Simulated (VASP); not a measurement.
# TaN (P-62m) in VASP: single point with PBEsol+U

Aim: the single point of TaN with PBEsol+U.

Program: VASP 6.6.1. These are calculated values, not measurements. Logs are shortened: lines on timing, memory, paths and dates and some standing lists are left out, and cuts for length are marked.

### Step 1. The cell of the first run

The structure is hexagonal, space group P-62m (No. 189). The conventional cell has a = 5.196 Å, b = 5.196 Å, c = 2.911 Å, α = 90.00°, β = 90.00°, γ = 120.00°. Ta (site symmetry -6) has 6 N at 2.16 Å and 5 Ta at 2.91 to 3.00 Å within 3.0 Å. Within 2.7 Å of Ta (site symmetry -62m) lie 3 N at 2.04 Å. N (site symmetry m2m) has 5 Ta at 2.04 to 2.16 Å and 6 N at 2.77 to 2.91 Å within 3.0 Å.

### Step 2. Single point, PBEsol+U, collinear spin, zero start

INCAR

```
PREC = Accurate
ENCUT = 700
EDIFF = 1E-6
ISMEAR = 0
SIGMA = 0.05
LREAL = False
LASPH = True
NELM = 200
ALGO = Normal
ISIF = 2
LWAVE = False
LCHARG = False
ISPIN = 2
MAGMOM = 0 0 0 0 0 0
LORBIT = 11
LMAXMIX = 4
LDAU = True
LDAUTYPE = 2
LDAUL = 2 -1
LDAUU = 5 0
LDAUJ = 0 0
LDAUPRINT = 1
GGA = PS
NBANDS = 40
GGA_COMPAT = False
```

KPOINTS

```
Automatic mesh
0
Gamma
  4 4 6
```

POSCAR

```
TaN
1.0
    5.1960001500      0.0000000000      0.0000000000
   -2.5980000800      4.4998681300      0.0000000000
    0.0000000000      0.0000000000      2.9109996000
Ta N
3 3
Direct
    0.3333333333      0.6666666667      0.5000000000
    0.6666666667      0.3333333333      0.5000000000
    0.0000000000      0.0000000000      0.0000000000
    0.3928500000      0.0000000000      0.0000000000
    0.6071500000      0.6071500000      0.0000000000
    0.0000000000      0.3928500000      0.0000000000
```

Potentials or basis: VASP PAW PBE potentials, release 64 (Ta_sv_GW, N).

On the command line:

```sh
cat potpaw_PBE.64/Ta_sv_GW/POTCAR potpaw_PBE.64/N/POTCAR > POTCAR
mpirun -np 1 vasp_std > vasp.out
```

OUTCAR:

```text
PREC = Accurate
   ENCUT = 700
   EDIFF = 1E-6
   ISMEAR = 0
   LREAL = False
   LASPH = True
   NELM = 200
   ISIF = 2
   ISPIN = 2
   LORBIT = 11
   GGA = PS

 ion  position               nearest neighbor table
   1  0.333  0.667  0.500-   6 2.16   6 2.16   5 2.16   5 2.16   4 2.16   4 2.16   2 3.00   2 3.00
                             2 3.00
   2  0.667  0.333  0.500-   6 2.16   6 2.16   4 2.16   4 2.16   5 2.16   5 2.16   1 3.00   1 3.00
                             1 3.00
   3  0.000  0.000  0.000-   5 2.04   4 2.04   6 2.04
   4  0.393  0.000  0.000-   3 2.04   2 2.16   2 2.16   1 2.16   1 2.16
   5  0.607  0.607  0.000-   3 2.04   1 2.16   1 2.16   2 2.16   2 2.16
   6  0.000  0.393  0.000-   3 2.04   2 2.16   2 2.16   1 2.16   1 2.16

  LATTYP: Found a hexagonal cell.
 ALAT       =     5.1960001500
 C/A-ratio  =     0.5602385520

  Lattice vectors:

 A1 = (   5.1960001500,   0.0000000000,   0.0000000000)
 A2 = (  -2.5980000800,   4.4998681300,   0.0000000000)
 A3 = (   0.0000000000,   0.0000000000,   2.9109996000)

Analysis of symmetry for initial positions (statically):
=====================================================================
 Subroutine PRICEL returns:
 Original cell was already a primitive cell.

 Routine SETGRP: Setting up the symmetry group for a
 hexagonal supercell.

 Subroutine GETGRP returns: Found 12 space group operations
 (whereof 12 operations were pure point group operations)
 out of a pool of 24 trial point group operations.

The static configuration has the point symmetry D_3h.

Analysis of symmetry for dynamics (positions and initial velocities):
=====================================================================
 Subroutine PRICEL returns:
 Original cell was already a primitive cell.

 Routine SETGRP: Setting up the symmetry group for a
 hexagonal supercell.

 Subroutine GETGRP returns: Found 12 space group operations
 (whereof 12 operations were pure point group operations)
 out of a pool of 24 trial point group operations.

The dynamic configuration has the point symmetry D_3h.

Analysis of structural, dynamic, and magnetic symmetry:
=====================================================================
 Subroutine PRICEL returns:
 Original cell was already a primitive cell.

 Routine SETGRP: Setting up the symmetry group for a
 hexagonal supercell.

 Subroutine GETGRP returns: Found 12 space group operations
 (whereof 12 operations were pure point group operations)
 out of a pool of 24 trial point group operations.

The overall configuration has the point symmetry D_3h.

 Subroutine INISYM returns: Found 12 space group operations
 (whereof 12 operations are pure point group operations),
 and found     1 'primitive' translations

----------------------------------------------------------------------------------------

                                     Primitive cell

  volume of cell :      68.0630

  direct lattice vectors                    reciprocal lattice vectors
     5.196000150  0.000000000  0.000000000     0.192455730  0.111114367  0.000000000
    -2.598000080  4.499868130  0.000000000     0.000000000  0.222228735  0.000000000
     0.000000000  0.000000000  2.910999600     0.000000000  0.000000000  0.343524609

  length of vectors
     5.196000150  5.196000154  2.910999600     0.222228735  0.222228735  0.343524609

  position of ions in fractional coordinates (direct lattice)
     0.333333333  0.666666667  0.500000000
     0.666666667  0.333333333  0.500000000
     0.000000000  0.000000000  0.000000000
     0.392850000  0.000000000  0.000000000
     0.607150000  0.607150000  0.000000000
     1.000000000  0.392850000  0.000000000

  ion indices of the primitive-cell ions
   primitive index   ion index
                 1           1
                 2           2
                 3           3
                 4           4
                 5           5
                 6           6

[... 44 lines left out ...]
   k-points           NKPTS =     16   k-points in BZ     NKDIM =     16   number of bands    NBANDS=     40
   number of dos      NEDOS =    301   number of ions     NIONS =      6
   total plane-waves  NPLWV =  64512
   dimension x,y,z NGX =    48 NGY =   48 NGZ =   28
   dimension x,y,z NGXF=    96 NGYF=   96 NGZF=   56
   ions per type =               3   3
   NGX,Y,Z   is equivalent  to a cutoff of  15.36, 15.36, 15.99 a.u.
   NGXF,Y,Z  is equivalent  to a cutoff of  30.72, 30.72, 31.98 a.u.
 SYSTEM =  unknown system
   PREC   = accura    normal or accurate (medium, high low for compatibility)
   ISTART =      0    job   : 0-new  1-cont  2-samecut
   ICHARG =      2    charge: 1-file 2-atom 10-const
   ISPIN  =      2    spin polarized calculation?
   LNONCOLLINEAR =      F non collinear calculations
   LSORBIT =      F    spin-orbit coupling
   LASPH  =      T    aspherical Exc in radial PAW
   ENCUT  =  700.0 eV  51.45 Ry    7.17 a.u.  11.21 11.21  6.28*2*pi/ulx,y,z
   NELM   =    200;   NELMIN=  2; NELMDL= -5     # of ELM steps
   EDIFF  = 0.1E-05   stopping-criterion for ELM
   LREAL  =      F    real-space projection
   EDIFFG = 0.1E-04   stopping-criterion for IOM
   NSW    =      0    number of steps for IOM
   IBRION =     -1    ionic relax: 0-MD 1-quasi-New 2-CG
   NFREE  =      0    steps in history (QN), initial steepest desc. (CG)
   ISIF   =      2    stress and relaxation
   ISYM   =      2    0-nonsym 1-usesym 2-fastsym
   POTIM  = 0.5000    time-step for ionic-motion
   TEBEG  =    0.0;   TEEND  =   0.0 temperature during run
   PSTRESS=    0.0 pullay stress
   NELECT =      54.0000    total number of electrons
   NUPDOWN=      -1.0000    fix difference up-down
   EMIN   =  10.00;   EMAX   =-10.00  energy-range for DOS
   EFERMI =   0.00;   METHOD = LEGACY
   ISMEAR =     0;   SIGMA  =   0.05  broadening in eV -4-tet -1-fermi 0-gaus
   EFERMI_NEDOS =   21; number of points for ismear=-14 and -15
   IALGO  =     38    algorithm
   IMIX   =      4    mixing-type and parameters
     AMIX     =   0.40;   BMIX     =  1.00
     AMIX_MAG =   1.60;   BMIX_MAG =  1.00
  volume/ion in A,a.u.               =      11.34        76.55
  Fermi-wavevector in a.u.,A,eV,Ry     =   1.515546  2.863966 31.250936  2.296879
  Thomas-Fermi vector in A             =   2.625055
   LORBIT       =     11    0 simple, 1 ext, 2 COOP (PROOUT), +10 PAW based schemes
 LDA+U is selected, type is set to LDAUTYPE =  2
   angular momentum for each species LDAUL =     2   -1
   U (eV)           for each species LDAUU =   5.0  0.0
   J (eV)           for each species LDAUJ =   0.0  0.0
   GGA     = PS    functional components
   LHFCALC =     F    Hartree Fock is set to
   AEXX    =    0.0000 exact exchange contribution
   IVDW    =     0    specifies the selected vdW correction
   LEPSILON=     F    determine dielectric tensor
   LRPA    =     F    only Hartree local field effects (RPA)
 spin polarized calculation
 Gauss-broadening in eV      SIGMA  =   0.05
  energy-cutoff  :      700.00
  volume of cell :       68.06
 maximum number of plane-waves:      2892
 NGX is ok and might be reduce to    48
   NGX = 23   NGY = 23   NGZ = 13

 number of electron      54.0000000 magnetization      -0.0000242

atom =   1  type =  1  l = 2

 onsite density matrix

spin component  1
[... 83 lines left out ...]
  o =  0.1718  v =  0.0000  0.0000  0.0000  0.0000  0.0000 -0.0000  0.5583  0.0000  0.8296  0.0000      0.0000  0.0000  0.0000  0.0000  0.0000  0.0000  0.0000  0.0000  0.0000  0.0000
  o =  0.1718  v =  0.0000  0.0000  0.0000  0.0000  0.0000  0.0000  0.8296  0.0000 -0.5583  0.0000      0.0000  0.0000  0.0000  0.0000  0.0000  0.0000  0.0000  0.0000  0.0000  0.0000
  o =  0.1718  v = -0.0000  0.5583 -0.0000  0.8296  0.0000  0.0000  0.0000  0.0000  0.0000  0.0000      0.0000  0.0000  0.0000  0.0000  0.0000  0.0000  0.0000  0.0000  0.0000  0.0000
  o =  0.1718  v =  0.0000  0.8296 -0.0000 -0.5583  0.0000  0.0000  0.0000  0.0000  0.0000  0.0000      0.0000  0.0000  0.0000  0.0000  0.0000  0.0000  0.0000  0.0000  0.0000  0.0000
  o =  0.2195  v =  0.0000  0.0000  0.0000  0.0000  0.0000  0.9999  0.0000 -0.0000  0.0000 -0.0138      0.0000  0.0000  0.0000  0.0000  0.0000  0.0000  0.0000  0.0000  0.0000  0.0000
  o =  0.2195  v =  0.0000  0.0000  0.0000  0.0000  0.0000  0.0138 -0.0000 -0.0000  0.0000  0.9999      0.0000  0.0000  0.0000  0.0000  0.0000  0.0000  0.0000  0.0000  0.0000  0.0000
  o =  0.2195  v =  1.0000  0.0000 -0.0000  0.0000 -0.0043  0.0000  0.0000  0.0000  0.0000  0.0000      0.0000  0.0000  0.0000  0.0000  0.0000  0.0000  0.0000  0.0000  0.0000  0.0000
  o =  0.2195  v =  0.0043 -0.0000 -0.0000  0.0000  1.0000  0.0000  0.0000  0.0000  0.0000  0.0000      0.0000  0.0000  0.0000  0.0000  0.0000  0.0000  0.0000  0.0000  0.0000  0.0000
  o =  0.3199  v =  0.0000  0.0000  0.0000  0.0000  0.0000 -0.0000  0.0000 -1.0000  0.0000 -0.0000      0.0000  0.0000  0.0000  0.0000  0.0000  0.0000  0.0000  0.0000  0.0000  0.0000
  o =  0.3199  v = -0.0000 -0.0000 -1.0000  0.0000 -0.0000  0.0000  0.0000  0.0000  0.0000  0.0000      0.0000  0.0000  0.0000  0.0000  0.0000  0.0000  0.0000  0.0000  0.0000  0.0000

 number of electron      54.0000000 magnetization       0.0000293

 Free energy of the ion-electron system (eV)
  ---------------------------------------------------
  ext. energy  EPLUGINS =         0.00000000
  ---------------------------------------------------
  free energy    TOTEN  =       -65.86660033 eV

  energy without entropy =      -65.86338303  energy(sigma->0) =      -65.86499168

 E-fermi :  12.9033     XC(G=0): -13.5219

 val. band max:       12.7239342965   @ k =   0.0000   0.0000   0.3333
 cond. band min:      12.9185090807   @ k =   0.2500  -0.0000   0.1667
 fundamental gap:      0.1945747842
 Fermi energy:        12.9032762739

 spin component 1

 k-point     1 :       0.0000    0.0000    0.0000
  band No.  band energies     occupation
      1     -57.6880      1.00000
      2     -57.6440      1.00000
      3     -57.0729      1.00000
      4     -24.4000      1.00000
      5     -24.4000      1.00000
      6     -24.0575      1.00000
[... 661 lines left out ...]
     38      18.9379      0.00000
     39      19.2477      0.00000
 Fermi energy:        12.9032762739

 spin component 2

 k-point     1 :       0.0000    0.0000    0.0000
  band No.  band energies     occupation
      1     -57.6880      1.00000
      2     -57.6440      1.00000
      3     -57.0729      1.00000
      4     -24.4000      1.00000
      5     -24.4000      1.00000
      6     -24.0575      1.00000
[... 661 lines left out ...]
     38      18.9379      0.00000
     39      19.2477      0.00000
 [bands above 39 left out]

------------------------ aborting loop because EDIFF is reached ----------------------------------------

  FORCE on cell =-STRESS in cart. coord.  units (eV):
  Direction    XX          YY          ZZ          XY          YZ          ZX
  --------------------------------------------------------------------------------------
  -------------------------------------------------------------------------------------
  Total        4.8881619      4.8881619      5.9623596     -0.0000000      0.0000000      0.0000000
  in kB      115.0654868    115.0654869    140.3516936     -0.0000001      0.0000000      0.0000000
  external PRESSURE =     123.4942224 kB  Pullay stress =       0.0000000 kB

 VOLUME and BASIS-vectors are now :
 -----------------------------------------------------------------------------
  energy-cutoff  :      700.00
  volume of cell :       68.06
      direct lattice vectors                 reciprocal lattice vectors
     5.196000150  0.000000000  0.000000000     0.192455730  0.111114367  0.000000000
    -2.598000080  4.499868130  0.000000000     0.000000000  0.222228735  0.000000000
     0.000000000  0.000000000  2.910999600     0.000000000  0.000000000  0.343524609

 POSITION                                       TOTAL-FORCE (eV/Angst)
 -----------------------------------------------------------------------------------
     -0.00000      2.99991      1.45550        -0.000000      0.000000      0.000000
      2.59800      1.49996      1.45550        -0.000000      0.000000      0.000000
      0.00000      0.00000      0.00000        -0.000000      0.000000      0.000000
      2.04125      0.00000      0.00000         0.365133      0.000000      0.000000
      1.57738      2.73209      0.00000        -0.182566     -0.316214     -0.000000
     -1.02062      1.76777      0.00000        -0.182566      0.316214      0.000000
 -----------------------------------------------------------------------------------
    total drift:                               -0.000000     -0.000000      0.000000

  FREE ENERGIE OF THE ION-ELECTRON SYSTEM (eV)
  ---------------------------------------------------
  free  energy   TOTEN  =       -65.8666003346 eV

  energy  without entropy=      -65.8633830311  energy(sigma->0) =      -65.86499168

 total charge

# of ion       s       p       d       f       tot
--------------------------------------------------
    1        3.220   6.078   2.133   0.136  11.566
    2        3.220   6.078   2.133   0.136  11.566
    3        3.458   6.061   2.163   0.097  11.778
    4        1.230   2.567   0.000   0.000   3.797
    5        1.230   2.567   0.000   0.000   3.797
    6        1.230   2.567   0.000   0.000   3.797
--------------------------------------------------
tot         13.587  25.917   6.428   0.369  46.300

 magnetization (x)

# of ion       s       p       d       f       tot
--------------------------------------------------
    1       -0.000   0.000   0.000   0.000   0.000
    2       -0.000   0.000   0.000   0.000   0.000
    3        0.000   0.000   0.000   0.000   0.000
    4       -0.000  -0.000   0.000   0.000  -0.000
    5       -0.000  -0.000   0.000   0.000  -0.000
    6       -0.000  -0.000   0.000   0.000  -0.000
--------------------------------------------------
tot          0.000  -0.000   0.000   0.000   0.000
```

It took 3.8 min on 1 thread of Intel Xeon Platinum 8259CL at 2.50GHz (Skylake/Cascade Lake), shared host; peak memory 0.35 GiB.

Results:

```
Free energy                                           : -65.8666 eV
Pressure                                              : 12.3 GPa
Largest force                                         : 0.365 eV/Å
Band gap on the k mesh                                : zero (filled and empty bands overlap)
Net moment                                            : 0.00 μB per cell
Valence electrons inside the program's atomic spheres : Ta 11.57, 11.78 (each value once); N 3.80
```

Forces in eV/Å, atoms in the order of the input:
```
Ta   0.000  0.000  0.000
Ta   0.000  0.000  0.000
Ta   0.000  0.000  0.000
N    0.365  0.000  0.000
N   -0.183 -0.316  0.000
N   -0.183  0.316  0.000
```

Eigenvalues of the final occupation matrices:
```csv
site,spin,trace,eigenvalues
site 1 d,1,1.09,0.20 0.20 0.21 0.21 0.27
site 1 d,2,1.09,0.20 0.20 0.21 0.21 0.27
site 2 d,1,1.09,0.20 0.20 0.21 0.21 0.27
site 2 d,2,1.09,0.20 0.20 0.21 0.21 0.27
site 3 d,1,1.10,0.17 0.17 0.22 0.22 0.32
site 3 d,2,1.10,0.17 0.17 0.22 0.22 0.32
```

Caveat: the cell stands under pressure; the PAW data sets were made with another functional, which shifts forces and pressure a little; spin-orbit coupling is left out, which moves the levels of the heavy elements.

The gap in the log of VASP goes by the Fermi energy; the results here count the filled bands.